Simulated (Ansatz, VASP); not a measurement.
## NbP in VASP and in Ansatz

Contents of INCAR:

```
SYSTEM = NbP
  ALGO = Normal
  EDIFF = 1E-6
  ENCUT = 520
  ISIF = 2
  ISMEAR = -1
  LASPH = .True.
  LCHARG = .False.
  LREAL = .False.
  LWAVE = .False.
  NBANDS = 26
  NELM = 80
  PREC = Accurate
  SIGMA = 0.05
```

KPOINTS

```
k-points
0
Gamma
  11 11 11
  0 0 0
```

Contents of POSCAR:

```
NbP
1.0
   -1.6636818200      1.6636818200      5.7015827992
    1.6636818200     -1.6636818200      5.7015827992
    1.6636818200      1.6636818200     -5.7015827992
Nb P
2 2
Direct
    0.2498808000      0.7498808000      0.5000000000
    0.4998808000      0.4998808000      0.0000000000
    0.8327477700      0.3327477700      0.5000000000
    0.0827477700      0.0827477700      0.0000000000
```

Contents of input.yaml:

```yaml
crystal:
  lattice:
    - [-1.66368182, 1.66368182, 5.7015827992]
    - [1.66368182, -1.66368182, 5.7015827992]
    - [1.66368182, 1.66368182, -5.7015827992]
  atoms:
    - { symbol: Nb, position: [0.2498808, 0.7498808, 0.5] }
    - { symbol: Nb, position: [0.4998808, 0.4998808, 0.0] }
    - { symbol: P, position: [0.83274777, 0.33274777, 0.5] }
    - { symbol: P, position: [0.08274777, 0.08274777, 0.0] }
hamiltonian:
  xc: lda
  pseudopotentials: { kind: paw }
kpoints:
  mp_grid: { grid: [11, 11, 11] }
scf:
  occupations: { method: fermi_dirac, width: 0.05 }
output:
  forces: true
  stress: true
  eigenvalues: true
```

Alike in both runs: task single point; functional LDA; k mesh 11 × 11 × 11; occupations fermi-dirac, width 0.05 eV; no spin polarisation.

|  | VASP | Ansatz |
| --- | --- | --- |
| version | VASP 6.6.1 | Ansatz 0.2.0 |
| potentials or method | VASP PAW LDA potentials, release 64 (Nb_sv, P) | Ansatz PAW |
| plane-wave cutoff (eV) | 520 | 420 |
| valence electrons in the cell | 36 | 36 |

|  | VASP | Ansatz | Ansatz less VASP |
| --- | --- | --- | --- |
| gap on the k mesh at the Fermi level (eV) | none | none | - |
| pressure (GPa) | -5.9 | -5.7 | +0.13 |
| traceless stress, the component that is largest in VASP (GPa) | -0.26 | -0.25 | +0.006 |
| rms of the force components (eV/Å) | 0.013 | 0.013 | 0.0000 |

LDA's correlation is that of Perdew and Zunger in VASP and of Perdew and Wang (1992) in Ansatz. Atom by atom the forces differ by 0.000 eV/Å (rms over components). A gap of «none» marks a metal or a gap that the smearing closes.
